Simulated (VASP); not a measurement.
# NbH2 (Fm-3m) in VASP: a series of runs

The runs below take NbH2 through relaxation of the atoms, with r2SCAN.

Everything below comes from runs of VASP 6.6.1. Logs are shortened: lines on timing, memory, paths and dates and some standing lists are left out, and cuts for length are marked.

## (1) The cell of the first run

The structure is cubic, space group Fm-3m (No. 225). Conventional cell: a = 4.487 Å, b = 4.487 Å, c = 4.487 Å, α = 90.00°, β = 90.00°, γ = 90.00°. Nb (site symmetry m-3m) has 8 H at 1.94 Å within 2.6 Å. H (site symmetry -43m) has 4 Nb at 1.94 Å and 6 H at 2.24 Å within 2.6 Å.

## (2) Relaxation of the atoms, r2SCAN

POSCAR reads:

```
NbH2
1.0
    0.0000000000      2.2436034500      2.2436034500
    2.2436034500      0.0000000000      2.2436034500
    2.2436034500      2.2436034500      0.0000000000
Nb H
1 2
Direct
    0.0000000000      0.0000000000      0.0000000000
    0.2500000000      0.2500000000      0.2500000000
    0.7500000000      0.7500000000      0.7500000000
```

INCAR.step1 reads:

```
SYSTEM = NbH2
PREC     = Accurate       ! precision mode
ENCUT    = 520            ! plane-wave cutoff, eV
ISMEAR   = -1             ! smearing method
SIGMA    = 0.1            ! smearing width, eV
LREAL    = .FALSE.        ! projectors in reciprocal space
LASPH    = .TRUE.         ! aspherical terms in the spheres
NELM     = 80             ! most SCF steps
GGA      = PE             ! functional
ALGO     = Normal         ! electronic algorithm
EDIFF    = 1E-4           ! SCF threshold, eV
LWAVE    = .TRUE.         ! write WAVECAR
LCHARG   = .FALSE.        ! write CHGCAR
```

INCAR.step2 reads:

```
SYSTEM = NbH2
PREC     = Accurate       ! precision mode
ENCUT    = 520            ! plane-wave cutoff, eV
EDIFF    = 1E-6           ! SCF threshold, eV
ISMEAR   = -1             ! smearing method
SIGMA    = 0.1            ! smearing width, eV
LREAL    = .FALSE.        ! projectors in reciprocal space
LASPH    = .TRUE.         ! aspherical terms in the spheres
NELM     = 80             ! most SCF steps
ALGO     = Normal         ! electronic algorithm
ISIF     = 2              ! what is computed and relaxed
LWAVE    = .FALSE.        ! write WAVECAR
LCHARG   = .FALSE.        ! write CHGCAR
METAGGA  = R2SCAN         ! meta-GGA
LMIXTAU  = .TRUE.       
IBRION   = 2              ! ionic algorithm
NSW      = 50             ! ionic steps
EDIFFG   = -0.01          ! ionic threshold
ISTART   = 1
```

KPOINTS reads:

```
regular mesh
0
G
  13 13 13
  0 0 0
```

Potentials or basis: VASP PAW PBE potentials, release 64 (Nb_sv, H).

The run is started by

```sh
> cat potpaw_PBE.64/Nb_sv/POTCAR potpaw_PBE.64/H/POTCAR > POTCAR
> cp INCAR.step1 INCAR
> mpirun -np 1 vasp_std > vasp.out
> cp INCAR.step2 INCAR
> mpirun -np 1 vasp_std > vasp.out
```

OUTCAR:

```text
SYSTEM = NbH2
   PREC = Accurate
   ENCUT = 520
   EDIFF = 1E-6
   ISMEAR = -1
   LREAL = .FALSE.
   LASPH = .TRUE.
   NELM = 80
   ISIF = 2
   METAGGA = R2SCAN
   IBRION = 2
   NSW = 50
   EDIFFG = -0.01
   ISTART = 1

 ion  position               nearest neighbor table
   1  0.000  0.000  0.000-   3 1.94   3 1.94   3 1.94   2 1.94   3 1.94   2 1.94   2 1.94   2 1.94

   2  0.250  0.250  0.250-   1 1.94   1 1.94   1 1.94   1 1.94
   3  0.750  0.750  0.750-   1 1.94   1 1.94   1 1.94   1 1.94

  LATTYP: Found a face centered cubic cell.
 ALAT       =     4.4872069000

  Lattice vectors:

 A1 = (   0.0000000000,   2.2436034500,   2.2436034500)
 A2 = (   2.2436034500,   0.0000000000,   2.2436034500)
 A3 = (   2.2436034500,   2.2436034500,   0.0000000000)

Analysis of symmetry for initial positions (statically):
=====================================================================
 Subroutine PRICEL returns:
 Original cell was already a primitive cell.

 Routine SETGRP: Setting up the symmetry group for a
 face centered cubic supercell.

 Subroutine GETGRP returns: Found 48 space group operations
 (whereof 48 operations were pure point group operations)
 out of a pool of 48 trial point group operations.

The static configuration has the point symmetry O_h .

Analysis of symmetry for dynamics (positions and initial velocities):
=====================================================================
 Subroutine PRICEL returns:
 Original cell was already a primitive cell.

 Routine SETGRP: Setting up the symmetry group for a
 face centered cubic supercell.

 Subroutine GETGRP returns: Found 48 space group operations
 (whereof 48 operations were pure point group operations)
 out of a pool of 48 trial point group operations.

The dynamic configuration has the point symmetry O_h .

 Subroutine INISYM returns: Found 48 space group operations
 (whereof 48 operations are pure point group operations),
 and found     1 'primitive' translations

----------------------------------------------------------------------------------------

                                     Primitive cell

  volume of cell :      22.5875

  direct lattice vectors                    reciprocal lattice vectors
     0.000000000  2.243603450  2.243603450    -0.222855781  0.222855781  0.222855781
     2.243603450  0.000000000  2.243603450     0.222855781 -0.222855781  0.222855781
     2.243603450  2.243603450  0.000000000     0.222855781  0.222855781 -0.222855781

  length of vectors
     3.172934428  3.172934428  3.172934428     0.385997536  0.385997536  0.385997536

  position of ions in fractional coordinates (direct lattice)
     0.000000000  0.000000000  0.000000000
     0.250000000  0.250000000  0.250000000
     0.750000000  0.750000000  0.750000000

  ion indices of the primitive-cell ions
   primitive index   ion index
                 1           1
                 2           2
                 3           3

----------------------------------------------------------------------------------------

 KPOINTS: regular mesh

Automatic generation of k-mesh.
 Grid dimensions read from file:
 generate k-points for:   13   13   13

 Generating k-lattice:

  Cartesian coordinates                     Fractional coordinates (reciprocal lattice)
    -0.017142752  0.017142752  0.017142752     0.076923077  0.000000000  0.000000000
     0.017142752 -0.017142752  0.017142752     0.000000000  0.076923077  0.000000000
     0.017142752  0.017142752 -0.017142752     0.000000000  0.000000000  0.076923077

  Length of vectors
     0.029692118  0.029692118  0.029692118

  Shift w.r.t. Gamma in fractional coordinates (k-lattice)
     0.000000000  0.000000000  0.000000000

 Subroutine IBZKPT returns following result:
 ===========================================

 Found     84 irreducible k-points:

 Following reciprocal coordinates:
            Coordinates               Weight
  0.000000  0.000000  0.000000      1.000000
  0.076923  0.000000  0.000000      8.000000
  0.153846  0.000000  0.000000      8.000000
  0.230769  0.000000  0.000000      8.000000
  0.307692  0.000000  0.000000      8.000000
  0.384615  0.000000  0.000000      8.000000
[... 16 lines left out ...]
  0.384615  0.153846  0.000000     24.000000
  0.461538  0.153846  0.000000     24.000000
 [... further k-points ...]
   k-points           NKPTS =     84   k-points in BZ     NKDIM =     84   number of bands    NBANDS=     11
   number of dos      NEDOS =    301   number of ions     NIONS =      3
   total plane-waves  NPLWV =  13824
   dimension x,y,z NGX =    24 NGY =   24 NGZ =   24
   dimension x,y,z NGXF=    48 NGYF=   48 NGZF=   48
   ions per type =               1   2
   NGX,Y,Z   is equivalent  to a cutoff of  12.57, 12.57, 12.57 a.u.
   NGXF,Y,Z  is equivalent  to a cutoff of  25.15, 25.15, 25.15 a.u.
 SYSTEM =  NbH2
   PREC   = accura    normal or accurate (medium, high low for compatibility)
   ISTART =      1    job   : 0-new  1-cont  2-samecut
   ICHARG =      0    charge: 1-file 2-atom 10-const
   ISPIN  =      1    spin polarized calculation?
   LNONCOLLINEAR =      F non collinear calculations
   LSORBIT =      F    spin-orbit coupling
   LASPH  =      T    aspherical Exc in radial PAW
   ENCUT  =  520.0 eV  38.22 Ry    6.18 a.u.   5.90  5.90  5.90*2*pi/ulx,y,z
   NELM   =     80;   NELMIN=  2; NELMDL=  0     # of ELM steps
   EDIFF  = 0.1E-05   stopping-criterion for ELM
   LREAL  =      F    real-space projection
   EDIFFG = -.1E-01   stopping-criterion for IOM
   NSW    =     50    number of steps for IOM
   IBRION =      2    ionic relax: 0-MD 1-quasi-New 2-CG
   NFREE  =      1    steps in history (QN), initial steepest desc. (CG)
   ISIF   =      2    stress and relaxation
   ISYM   =      2    0-nonsym 1-usesym 2-fastsym
   POTIM  = 0.5000    time-step for ionic-motion
   TEBEG  =    0.0;   TEEND  =   0.0 temperature during run
   PSTRESS=    0.0 pullay stress
   NELECT =      15.0000    total number of electrons
   NUPDOWN=      -1.0000    fix difference up-down
   EMIN   =  10.00;   EMAX   =-10.00  energy-range for DOS
   EFERMI =   0.00;   METHOD = LEGACY
   ISMEAR =    -1;   SIGMA  =   0.10  broadening in eV -4-tet -1-fermi 0-gaus
   EFERMI_NEDOS =   21; number of points for ismear=-14 and -15
   IALGO  =     38    algorithm
   IMIX   =      4    mixing-type and parameters
     AMIX     =   0.40;   BMIX     =  1.00
     AMIX_MAG =   1.60;   BMIX_MAG =  1.00
  volume/ion in A,a.u.               =       7.53        50.81
  Fermi-wavevector in a.u.,A,eV,Ry     =   1.428288  2.699073 27.755979  2.040007
  Thomas-Fermi vector in A             =   2.548366
   LORBIT       =      0    0 simple, 1 ext, 2 COOP (PROOUT), +10 PAW based schemes
   METAGGA = R2SCAN    functional components
   LHFCALC =     F    Hartree Fock is set to
   AEXX    =    0.0000 exact exchange contribution
   IVDW    =     0    specifies the selected vdW correction
   LEPSILON=     F    determine dielectric tensor
   LRPA    =     F    only Hartree local field effects (RPA)
 conjugate gradient relaxation of ions
 non-spin polarized calculation
  energy-cutoff  :      520.00
  volume of cell :       22.59
 maximum number of plane-waves:       620
   NGX = 11   NGY = 11   NGZ = 11

 number of electron      14.9999998 magnetization

 Free energy of the ion-electron system (eV)
  ---------------------------------------------------
  ext. energy  EPLUGINS =         0.00000000
  ---------------------------------------------------
  free energy    TOTEN  =       -32.56011534 eV

  energy without entropy =      -32.52821120  energy(sigma->0) =      -32.54416327

 E-fermi :  10.7111     XC(G=0): -13.2259

 val. band max:       10.7109450230   @ k =  -0.4615   0.2308   0.0000
 cond. band min:      10.7230747579   @ k =   0.3846   0.2308   0.0769
 fundamental gap:      0.0121297348
 Fermi energy:        10.7110653677

 k-point     1 :       0.0000    0.0000    0.0000
  band No.  band energies     occupation
      1     -46.5749      2.00000
      2     -21.5737      2.00000
      3     -21.5737      2.00000
      4     -21.5737      2.00000
      5      -0.9250      2.00000
      6       9.0875      2.00000
      7       9.2220      2.00000
      8       9.2220      2.00000
      9       9.2220      2.00000
     10      12.1327      0.00000
     11      12.1327      0.00000

 k-point     2 :       0.0769    0.0000    0.0000
  band No.  band energies     occupation
      1     -46.5684      2.00000
      2     -21.6263      2.00000
      3     -21.5799      2.00000
      4     -21.5799      2.00000
      5      -0.7464      2.00000
      6       7.5222      2.00000
      7       9.3129      2.00000
      8       9.3129      2.00000
      9      11.0065      0.09902
     10      12.0548      0.00000
     11      12.0548      0.00000

 k-point     3 :       0.1538    0.0000    0.0000
  band No.  band energies     occupation
      1     -46.5501      2.00000
      2     -21.7698      2.00000
      3     -21.5969      2.00000
      4     -21.5969      2.00000
      5      -0.2500      2.00000
      6       6.1869      2.00000
      7       9.5295      1.99999
      8       9.5295      1.99999
      9      11.9195      0.00001
     10      11.9195      0.00001
     11      12.9561      0.00000
[... 267 lines left out ...]
 k-point    23 :       0.3846    0.1538    0.0000
  band No.  band energies     occupation
      1     -46.4741      2.00000
      2     -22.2196      2.00000
      3     -21.7380      2.00000
      4     -21.7132      2.00000
      5       1.8141      2.00000
      6       4.1504      2.00000
      7       8.9072      2.00000
      8      10.2115      1.98655
      9      12.2319      0.00000
     10      13.4056      0.00000
     11      17.3749      0.00000

 k-point    24 :       0.4615    0.1538    0.0000
  band No.  band energies     occupation
      1     -46.4562      2.00000
      2     -22.3302      2.00000
      3     -21.7805      2.00000
      4     -21.7203      2.00000
      5       1.9878      2.00000
      6       4.4467      2.00000
      7       8.6201      2.00000
      8      10.0761      1.99651
      9      13.2499      0.00000
     10      13.7161      0.00000
     11      17.5029      0.00000

 [... further k-points ...]

------------------------ aborting loop because EDIFF is reached ----------------------------------------

  FORCE on cell =-STRESS in cart. coord.  units (eV):
  Direction    XX          YY          ZZ          XY          YZ          ZX
  --------------------------------------------------------------------------------------
  -------------------------------------------------------------------------------------
  Total        1.0965478      1.0965478      1.0965478     -0.0000000     -0.0000000      0.0000000
  in kB       77.7803410     77.7803410     77.7803410     -0.0000000     -0.0000000      0.0000000
  external PRESSURE =      77.7803410 kB  Pullay stress =       0.0000000 kB

 VOLUME and BASIS-vectors are now :
 -----------------------------------------------------------------------------
  energy-cutoff  :      520.00
  volume of cell :       22.59
      direct lattice vectors                 reciprocal lattice vectors
     0.000000000  2.243603450  2.243603450    -0.222855781  0.222855781  0.222855781
     2.243603450  0.000000000  2.243603450     0.222855781 -0.222855781  0.222855781
     2.243603450  2.243603450  0.000000000     0.222855781  0.222855781 -0.222855781

 POSITION                                       TOTAL-FORCE (eV/Angst)
 -----------------------------------------------------------------------------------
      0.00000      0.00000      0.00000         0.000000     -0.000000     -0.000000
      1.12180      1.12180      1.12180        -0.000000     -0.000000     -0.000000
      3.36541      3.36541      3.36541         0.000000      0.000000      0.000000
 -----------------------------------------------------------------------------------
    total drift:                               -0.000000      0.000000      0.000000

  FREE ENERGIE OF THE ION-ELECTRON SYSTEM (eV)
  ---------------------------------------------------
  free  energy   TOTEN  =       -32.5601153436 eV

  energy  without entropy=      -32.5282111966  energy(sigma->0) =      -32.54416327

 reached required accuracy - stopping structural energy minimisation
```

It took 87 s on 1 thread of Oxide Virtual Turin-like, shared host; peak memory 0.13 GiB.

Results:

* Free energy: -32.5601 eV
* Pressure after relaxing: 7.8 GPa
* Band gap on the k mesh: zero (an odd number of electrons rules out a gap without spin polarisation)

Final structure:
```xyz
3
Lattice="0.0000 2.2436 2.2436 2.2436 0.0000 2.2436 2.2436 2.2436 0.0000" Properties=species:S:1:pos:R:3 pbc="T T T"
Nb    0.0000    0.0000    0.0000
H     1.1218    1.1218    1.1218
H     3.3654    3.3654    3.3654
```

Caveat: the relaxation stopped at its first step, so nothing moved; the PAW data sets were made with another functional, which shifts forces and pressure a little; an odd number of electrons without spin polarisation forces a metal; a magnetic or distorted state may lie lower.

## (3) Relaxation of the atoms, r2SCAN

This run uses another cell than the first one, of 7.69 Å³/atom.

POSCAR reads:

```
NbH2
1.0
    0.0000000000      2.2590770600      2.2590770600
    2.2590770600      0.0000000000      2.2590770600
    2.2590770600      2.2590770600      0.0000000000
Nb H
1 2
Direct
    0.0000000000      0.0000000000      0.0000000000
    0.2500000000      0.2500000000      0.2500000000
    0.7500000000      0.7500000000      0.7500000000
```

INCAR.step1 reads:

```
PREC     = Accurate       # precision mode
ENCUT    = 520            # plane-wave cutoff, eV
ISMEAR   = -1             # smearing method
SIGMA    = 0.1            # smearing width, eV
LREAL    = F              # projectors in reciprocal space
LASPH    = T              # aspherical terms in the spheres
NELM     = 100            # most SCF steps
GGA      = PE             # functional
ALGO     = Normal         # electronic algorithm
EDIFF    = 1E-4           # SCF threshold, eV
LWAVE    = T              # write WAVECAR
LCHARG   = F              # write CHGCAR
```

INCAR.step2 reads:

```
PREC     = Accurate       # precision mode
ENCUT    = 520            # plane-wave cutoff, eV
EDIFF    = 1E-6           # SCF threshold, eV
ISMEAR   = -1             # smearing method
SIGMA    = 0.1            # smearing width, eV
LREAL    = F              # projectors in reciprocal space
LASPH    = T              # aspherical terms in the spheres
NELM     = 100            # most SCF steps
ALGO     = Normal         # electronic algorithm
ISIF     = 2              # what is computed and relaxed
LWAVE    = F              # write WAVECAR
LCHARG   = F              # write CHGCAR
METAGGA  = R2SCAN         # meta-GGA
LMIXTAU  = T            
IBRION   = 2              # ionic algorithm
NSW      = 50             # ionic steps
EDIFFG   = -0.01          # ionic threshold
ISTART   = 1
```

KPOINTS reads:

```
Automatic mesh
0
Gamma
  13 13 13
```

Potentials or basis: VASP PAW PBE potentials, release 64 (Nb_sv, H).

The run is started by

```sh
> cat potpaw_PBE.64/Nb_sv/POTCAR potpaw_PBE.64/H/POTCAR > POTCAR
> cp INCAR.step1 INCAR
> mpirun -np 1 vasp_std > vasp.out
> cp INCAR.step2 INCAR
> mpirun -np 1 vasp_std > vasp.out
```

Run time: 94 s. Hardware: 1 thread of Oxide Virtual Turin-like, shared host; peak memory 0.13 GiB.

Results (log left out):

| Property | Result |
| --- | --- |
| Free energy | -32.5774 eV |
| Pressure after relaxing | 3.5 GPa |
| Band gap on the k mesh | zero (an odd number of electrons rules out a gap without spin polarisation) |

Final structure:
```
CELL_PARAMETERS angstrom
0.00000 2.25908 2.25908
2.25908 0.00000 2.25908
2.25908 2.25908 0.00000
ATOMIC_POSITIONS crystal
Nb 0.00000 0.00000 0.00000
H 0.25000 0.25000 0.25000
H 0.75000 0.75000 0.75000
```

Levels at points of the mesh, in eV from the Fermi level:
```csv
k point,band 4,band 5,band 6,band 7,band 8,band 9,band 10,band 11
"(0.00, 0.00, 0.00)",-32.33,-11.52,-1.59,-1.45,-1.45,-1.45,1.38,1.38
```

Caveat: the relaxation stopped at its first step, so nothing moved; the PAW data sets were made with another functional, which shifts forces and pressure a little; an odd number of electrons without spin polarisation forces a metal; a magnetic or distorted state may lie lower.
